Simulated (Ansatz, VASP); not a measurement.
# Two plane-wave programs on Nb

```
Nb
1.0
     0.00000    2.78549    2.78549
     2.78549    0.00000    2.78549
     2.78549    2.78549    0.00000
Nb
2
Cartesian
  0.6964 0.6964 0.6964
  4.8746 4.8746 4.8746
```

Alike in both runs: task single point; functional PBEsol; k mesh 11 × 11 × 11; occupations fermi-dirac, width 0.1 eV; no spin polarisation.

|  | VASP | Ansatz |
| --- | --- | --- |
| version | VASP 6.6.1 | Ansatz 0.2.0 |
| potentials or method | VASP PAW PBE potentials, release 64 (Nb_sv), cutoff 520 eV | plane waves (420 eV) with PAW, scalar-relativistic |
| valence electrons in the cell | 26 | 26 |

VASP gave:

* pressure (GPa): 12.6

Estimate Ansatz's values.

pressure (GPa): 12.5.

VASP's potentials were made for PBE, not for PBEsol, and Ansatz warns of the same on its side. With one functional, cell and mesh, what is left measures potentials, basis and numerics.
